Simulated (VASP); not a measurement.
# HfN (F-43m) in VASP: further runs

Runs on HfN. Level: r2SCAN. Tasks: single point, relaxation of cell and atoms.

Everything below comes from runs of VASP 6.6.1. Logs are shortened: lines on timing, memory, paths and dates and some standing lists are left out, and cuts for length are marked.

### Step 1. The cell of the first run

It takes space group F-43m (No. 216, cubic). Conventional cell: a = 4.890 Å, b = 4.890 Å, c = 4.890 Å, α = 90.00°, β = 90.00°, γ = 90.00°. Within 2.8 Å of Hf (site symmetry -43m) lie 4 N at 2.12 Å. Within 2.8 Å of N (site symmetry -43m) lie 4 Hf at 2.12 Å.

### Step 2. Single point, r2SCAN

POSCAR

```
HfN
1.0
    0.0000000000      2.4450737261      2.4450737261
    2.4450737261      0.0000000000      2.4450737261
    2.4450737261      2.4450737261      0.0000000000
Hf N
1 1
Direct
    0.0000000000      0.0000000000      0.0000000000
    0.7500000000      0.7500000000      0.7500000000
```

INCAR.step1

```
PREC = Accurate
ENCUT = 520
ISMEAR = -1
SIGMA = 0.05
LREAL = F
LASPH = T
NELM = 60
NBANDS = 14
GGA = PE
ALGO = Normal
EDIFF = 1E-4
LWAVE = T
LCHARG = F
```

INCAR.step2

```
PREC = Accurate
ENCUT = 520
EDIFF = 1E-7
ISMEAR = -1
SIGMA = 0.05
LREAL = F
LASPH = T
NELM = 60
ALGO = Normal
ISIF = 2
LWAVE = F
LCHARG = F
METAGGA = R2SCAN
LMIXTAU = T
NBANDS = 14
ISTART = 1
```

KPOINTS

```
regular mesh
0
Gamma
  8 8 8
```

Potentials or basis: VASP PAW PBE potentials, release 64 (Hf_pv, N).

Command:

```sh
$ cat potpaw_PBE.64/Hf_pv/POTCAR potpaw_PBE.64/N/POTCAR > POTCAR
$ cp INCAR.step1 INCAR
$ mpirun -np 1 vasp_std > vasp.out
$ cp INCAR.step2 INCAR
$ mpirun -np 1 vasp_std > vasp.out
```

OUTCAR:

```text
PREC = Accurate
   ENCUT = 520
   EDIFF = 1E-7
   ISMEAR = -1
   LREAL = F
   LASPH = T
   NELM = 60
   ISIF = 2
   METAGGA = R2SCAN
   ISTART = 1

 ion  position               nearest neighbor table
   1  0.000  0.000  0.000-   2 2.12   2 2.12   2 2.12   2 2.12
   2  0.750  0.750  0.750-   1 2.12   1 2.12   1 2.12   1 2.12

  LATTYP: Found a face centered cubic cell.
 ALAT       =     4.8901474522

  Lattice vectors:

 A1 = (   0.0000000000,   2.4450737261,   2.4450737261)
 A2 = (   2.4450737261,   0.0000000000,   2.4450737261)
 A3 = (   2.4450737261,   2.4450737261,   0.0000000000)

Analysis of symmetry for initial positions (statically):
=====================================================================
 Subroutine PRICEL returns:
 Original cell was already a primitive cell.

 Routine SETGRP: Setting up the symmetry group for a
 face centered cubic supercell.

 Subroutine GETGRP returns: Found 24 space group operations
 (whereof 24 operations were pure point group operations)
 out of a pool of 48 trial point group operations.

The static configuration has the point symmetry T_d .

Analysis of symmetry for dynamics (positions and initial velocities):
=====================================================================
 Subroutine PRICEL returns:
 Original cell was already a primitive cell.

 Routine SETGRP: Setting up the symmetry group for a
 face centered cubic supercell.

 Subroutine GETGRP returns: Found 24 space group operations
 (whereof 24 operations were pure point group operations)
 out of a pool of 48 trial point group operations.

The dynamic configuration has the point symmetry T_d .

 Subroutine INISYM returns: Found 24 space group operations
 (whereof 24 operations are pure point group operations),
 and found     1 'primitive' translations

----------------------------------------------------------------------------------------

                                     Primitive cell

  volume of cell :      29.2352

  direct lattice vectors                    reciprocal lattice vectors
     0.000000000  2.445073726  2.445073726    -0.204492811  0.204492811  0.204492811
     2.445073726  0.000000000  2.445073726     0.204492811 -0.204492811  0.204492811
     2.445073726  2.445073726  0.000000000     0.204492811  0.204492811 -0.204492811

  length of vectors
     3.457856424  3.457856424  3.457856424     0.354191939  0.354191939  0.354191939

  position of ions in fractional coordinates (direct lattice)
     0.000000000  0.000000000  0.000000000
     0.750000000  0.750000000  0.750000000

  ion indices of the primitive-cell ions
   primitive index   ion index
                 1           1
                 2           2

----------------------------------------------------------------------------------------

 KPOINTS: regular mesh

Automatic generation of k-mesh.
 Grid dimensions read from file:
 generate k-points for:    8    8    8

 Generating k-lattice:

  Cartesian coordinates                     Fractional coordinates (reciprocal lattice)
    -0.025561601  0.025561601  0.025561601     0.125000000  0.000000000  0.000000000
     0.025561601 -0.025561601  0.025561601     0.000000000  0.125000000  0.000000000
     0.025561601  0.025561601 -0.025561601     0.000000000  0.000000000  0.125000000

  Length of vectors
     0.044273992  0.044273992  0.044273992

  Shift w.r.t. Gamma in fractional coordinates (k-lattice)
     0.000000000  0.000000000  0.000000000

 Subroutine IBZKPT returns following result:
 ===========================================

 Found     29 irreducible k-points:

 Following reciprocal coordinates:
            Coordinates               Weight
  0.000000  0.000000  0.000000      1.000000
  0.125000  0.000000  0.000000      8.000000
  0.250000  0.000000  0.000000      8.000000
  0.375000  0.000000  0.000000      8.000000
  0.500000  0.000000  0.000000      4.000000
  0.125000  0.125000  0.000000      6.000000
[... 16 lines left out ...]
  0.500000  0.250000  0.125000     48.000000
 -0.375000  0.250000  0.125000     24.000000
 [... further k-points ...]
   k-points           NKPTS =     29   k-points in BZ     NKDIM =     29   number of bands    NBANDS=     14
   number of dos      NEDOS =    301   number of ions     NIONS =      2
   total plane-waves  NPLWV =  21952
   dimension x,y,z NGX =    28 NGY =   28 NGZ =   28
   dimension x,y,z NGXF=    56 NGYF=   56 NGZF=   56
   ions per type =               1   1
   NGX,Y,Z   is equivalent  to a cutoff of  13.46, 13.46, 13.46 a.u.
   NGXF,Y,Z  is equivalent  to a cutoff of  26.92, 26.92, 26.92 a.u.
 SYSTEM =  unknown system
   PREC   = accura    normal or accurate (medium, high low for compatibility)
   ISTART =      1    job   : 0-new  1-cont  2-samecut
   ICHARG =      0    charge: 1-file 2-atom 10-const
   ISPIN  =      1    spin polarized calculation?
   LNONCOLLINEAR =      F non collinear calculations
   LSORBIT =      F    spin-orbit coupling
   LASPH  =      T    aspherical Exc in radial PAW
   ENCUT  =  520.0 eV  38.22 Ry    6.18 a.u.   6.43  6.43  6.43*2*pi/ulx,y,z
   NELM   =     60;   NELMIN=  2; NELMDL=  0     # of ELM steps
   EDIFF  = 0.1E-06   stopping-criterion for ELM
   LREAL  =      F    real-space projection
   EDIFFG = 0.1E-05   stopping-criterion for IOM
   NSW    =      0    number of steps for IOM
   IBRION =     -1    ionic relax: 0-MD 1-quasi-New 2-CG
   NFREE  =      0    steps in history (QN), initial steepest desc. (CG)
   ISIF   =      2    stress and relaxation
   ISYM   =      2    0-nonsym 1-usesym 2-fastsym
   POTIM  = 0.5000    time-step for ionic-motion
   TEBEG  =    0.0;   TEEND  =   0.0 temperature during run
   PSTRESS=    0.0 pullay stress
   NELECT =      15.0000    total number of electrons
   NUPDOWN=      -1.0000    fix difference up-down
   EMIN   =  10.00;   EMAX   =-10.00  energy-range for DOS
   EFERMI =   0.00;   METHOD = LEGACY
   ISMEAR =    -1;   SIGMA  =   0.05  broadening in eV -4-tet -1-fermi 0-gaus
   EFERMI_NEDOS =   21; number of points for ismear=-14 and -15
   IALGO  =     38    algorithm
   IMIX   =      4    mixing-type and parameters
     AMIX     =   0.40;   BMIX     =  1.00
     AMIX_MAG =   1.60;   BMIX_MAG =  1.00
  volume/ion in A,a.u.               =      14.62        98.64
  Fermi-wavevector in a.u.,A,eV,Ry     =   1.310599  2.476674 23.370329  1.717671
  Thomas-Fermi vector in A             =   2.441119
   LORBIT       =      0    0 simple, 1 ext, 2 COOP (PROOUT), +10 PAW based schemes
   METAGGA = R2SCAN    functional components
   LHFCALC =     F    Hartree Fock is set to
   AEXX    =    0.0000 exact exchange contribution
   IVDW    =     0    specifies the selected vdW correction
   LEPSILON=     F    determine dielectric tensor
   LRPA    =     F    only Hartree local field effects (RPA)
 non-spin polarized calculation
  energy-cutoff  :      520.00
  volume of cell :       29.24
 maximum number of plane-waves:       817
 NGX is ok and might be reduce to    28
   NGX = 13   NGY = 13   NGZ = 13

 number of electron      15.0000002 magnetization

 Free energy of the ion-electron system (eV)
  ---------------------------------------------------
  ext. energy  EPLUGINS =         0.00000000
  ---------------------------------------------------
  free energy    TOTEN  =       -57.72397269 eV

  energy without entropy =      -57.72059659  energy(sigma->0) =      -57.72228464

 E-fermi :   5.8620     XC(G=0): -12.0069

 val. band max:        5.8021622319   @ k =  -0.3750   0.2500   0.1250
 cond. band min:       6.0360637362   @ k =   0.1250   0.0000   0.0000
 fundamental gap:      0.2339015043
 Fermi energy:         5.8619606085

 k-point     1 :       0.0000    0.0000    0.0000
  band No.  band energies     occupation
      1     -26.4247      2.00000
      2     -26.4247      2.00000
      3     -26.4247      2.00000
      4     -11.4277      2.00000
      5       0.0051      2.00000
      6       0.0051      2.00000
      7       0.0051      2.00000
      8       5.2200      1.99999
      9       8.3708      0.00000
     10       8.3708      0.00000
     11      12.8663      0.00000
     12      12.8663      0.00000
     13      12.8663      0.00000
     14      17.1427      0.00000

 k-point     2 :       0.1250    0.0000    0.0000
  band No.  band energies     occupation
      1     -26.5039      2.00000
      2     -26.4347      2.00000
      3     -26.4347      2.00000
      4     -11.2469      2.00000
      5      -0.2958      2.00000
      6       0.1198      2.00000
      7       0.1199      2.00000
      8       6.0361      0.05965
      9       8.1311      0.00000
     10       8.1311      0.00000
     11      12.4540      0.00000
     12      13.1933      0.00000
     13      13.1933      0.00000
     14      17.1425      0.00000

 k-point     3 :       0.2500    0.0000    0.0000
  band No.  band energies     occupation
      1     -26.6890      2.00000
      2     -26.4588      2.00000
      3     -26.4588      2.00000
      4     -10.8363      2.00000
      5      -0.5990      2.00000
      6       0.3714      2.00000
      7       0.3714      2.00000
      8       7.4626      0.00000
      9       7.9515      0.00000
     10       7.9515      0.00000
     11      11.8136      0.00000
     12      13.2377      0.00000
     13      13.2377      0.00000
     14      15.1327      0.00000
[... 324 lines left out ...]
 k-point    23 :       0.5000    0.2500    0.1250
  band No.  band energies     occupation
      1     -26.8416      2.00000
      2     -26.6008      2.00000
      3     -26.5165      2.00000
      4     -10.2427      2.00000
      5      -0.4665      2.00000
      6       0.5292      2.00000
      7       1.0804      2.00000
      8       6.1998      0.00232
      9       7.8069      0.00000
     10       9.2482      0.00000
     11      11.8689      0.00000
     12      12.5871      0.00000
     13      13.1487      0.00000
     14      15.9281      0.00000

 k-point    24 :      -0.3750    0.2500    0.1250
  band No.  band energies     occupation
      1     -26.8822      2.00000
      2     -26.6198      2.00000
      3     -26.5308      2.00000
      4     -10.1317      2.00000
      5       0.0023      2.00000
      6       0.2904      2.00000
      7       1.2025      2.00000
      8       5.8022      1.53561
      9       7.9877      0.00000
     10       9.0573      0.00000
     11      11.9709      0.00000
     12      12.2214      0.00000
     13      13.2131      0.00000
     14      16.4802      0.00000

 [... further k-points ...]
[... 5 lines left out ...]
  --------------------------------------------------------------------------------------
  -------------------------------------------------------------------------------------
  Total       -0.2444736     -0.2444736     -0.2444736     -0.0000000     -0.0000000     -0.0000000
  in kB      -13.3978967    -13.3978967    -13.3978967     -0.0000000     -0.0000000     -0.0000000
  external PRESSURE =     -13.3978967 kB  Pullay stress =       0.0000000 kB

 VOLUME and BASIS-vectors are now :
 -----------------------------------------------------------------------------
  energy-cutoff  :      520.00
  volume of cell :       29.24
      direct lattice vectors                 reciprocal lattice vectors
     0.000000000  2.445073726  2.445073726    -0.204492811  0.204492811  0.204492811
     2.445073726  0.000000000  2.445073726     0.204492811 -0.204492811  0.204492811
     2.445073726  2.445073726  0.000000000     0.204492811  0.204492811 -0.204492811

 POSITION                                       TOTAL-FORCE (eV/Angst)
 -----------------------------------------------------------------------------------
      0.00000      0.00000      0.00000         0.000000     -0.000000      0.000000
      3.66761      3.66761      3.66761        -0.000000      0.000000     -0.000000
 -----------------------------------------------------------------------------------
    total drift:                               -0.000000     -0.000000     -0.000001

  FREE ENERGIE OF THE ION-ELECTRON SYSTEM (eV)
  ---------------------------------------------------
  free  energy   TOTEN  =       -57.7239726925 eV

  energy  without entropy=      -57.7205965884  energy(sigma->0) =      -57.72228464
```

It took 2.1 min on 1 thread of AMD EPYC 7R13 (Zen 3), shared host; peak memory 0.14 GiB.

What came out:

```
Free energy : -57.7240 eV
Pressure    : -1.3 GPa
```

Caveat: the PAW data sets were made with another functional, which shifts forces and pressure a little; spin-orbit coupling is left out, which moves the levels of the heavy elements.

### Step 3. Relaxation of cell and atoms, r2SCAN

This run uses another cell than the first one, of 14.79 Å³/atom, 1.012 times its volume.

POSCAR

```
HfN
1.0
    0.0000000000      2.4548220000      2.4548220000
    2.4548220000      0.0000000000      2.4548220000
    2.4548220000      2.4548220000      0.0000000000
Hf N
1 1
Direct
    0.0000000000      0.0000000000      0.0000000000
    0.7500000000      0.7500000000      0.7500000000
```

INCAR.step1

```
  ALGO = Normal
  EDIFF = 1E-4
  ENCUT = 600
  GGA = PE
  ISMEAR = -1
  LASPH = T
  LCHARG = F
  LREAL = F
  LWAVE = T
  NELM = 80
  PREC = Accurate
  SIGMA = 0.05
```

INCAR.step2

```
  ALGO = Normal
  EDIFF = 1E-6
  EDIFFG = -0.02
  ENCUT = 600
  IBRION = 2
  ISIF = 3
  ISMEAR = -1
  ISTART = 1
  LASPH = T
  LCHARG = F
  LMIXTAU = T
  LREAL = F
  LWAVE = F
  METAGGA = R2SCAN
  NELM = 80
  NSW = 80
  PREC = Accurate
  SIGMA = 0.05
```

KPOINTS

```
k-points
0
Gamma
  8 8 8
```

Potentials or basis: VASP PAW PBE potentials, release 64 (Hf_pv, N).

Command:

```sh
$ cat potpaw_PBE.64/Hf_pv/POTCAR potpaw_PBE.64/N/POTCAR > POTCAR
$ cp INCAR.step1 INCAR
$ mpirun -np 1 vasp_std > vasp.out
$ cp INCAR.step2 INCAR
$ mpirun -np 1 vasp_std > vasp.out
```

It used 210 s of CPU time on 1 thread of AMD EPYC 7R13 Processor (Zen 3), on a shared host.

It converged, with:

| Quantity | Value |
| --- | --- |
| Free energy | -57.7250 eV |
| Relaxed volume | 14.53 Å³/atom |
| Relaxed cell | a = 3.451 Å, b = 3.451 Å, c = 3.451 Å, α = 60.00°, β = 60.00°, γ = 60.00° |
| Space group after relaxing (to 0.05 Å) | F-43m (No. 216) |
| Energy gained by relaxing | 3.1 meV/atom |
| Ionic steps | 3 |
| Pressure after relaxing | 0.0 GPa |

Step by step:
```
step  energy change (eV)  largest force (eV/Å)  pressure (GPa)  volume (Å³)
   1              0.0000                0.0000           -3.69        29.59
   2              0.0134                0.0000            7.14        28.15
   3             -0.0062                0.0000           -0.04        29.06
```

Final structure:
```cif
data_structure
_symmetry_space_group_name_H-M 'P 1'
_symmetry_Int_Tables_number 1
_cell_length_a 3.4509
_cell_length_b 3.4509
_cell_length_c 3.4509
_cell_angle_alpha 60.000
_cell_angle_beta 60.000
_cell_angle_gamma 60.000
_cell_volume 29.06
loop_
_atom_site_label
_atom_site_type_symbol
_atom_site_fract_x
_atom_site_fract_y
_atom_site_fract_z
_atom_site_occupancy
Hf1 Hf 0.00000 0.00000 0.00000 1
N1 N 0.75000 0.75000 0.75000 1
```

Levels at points of the mesh, in eV from the Fermi level:
| k point | band 5 | band 6 | band 7 | band 8 | band 9 | band 10 | band 11 |
| --- | --- | --- | --- | --- | --- | --- | --- |
| (0.00, 0.00, 0.00) | -5.89 | -5.89 | -5.89 | -0.63 | 2.52 | 2.52 | 7.05 |
| (0.50, 0.00, 0.00) | -6.11 | -5.25 | -5.25 | 1.61 | 3.06 | 3.06 | 4.77 |
| (0.50, 0.50, 0.00) | -7.27 | -3.95 | -3.95 | -1.27 | 2.55 | 4.44 | 4.97 |

Caveat: the PAW data sets were made with another functional, which shifts forces and pressure a little; spin-orbit coupling is left out, which moves the levels of the heavy elements.
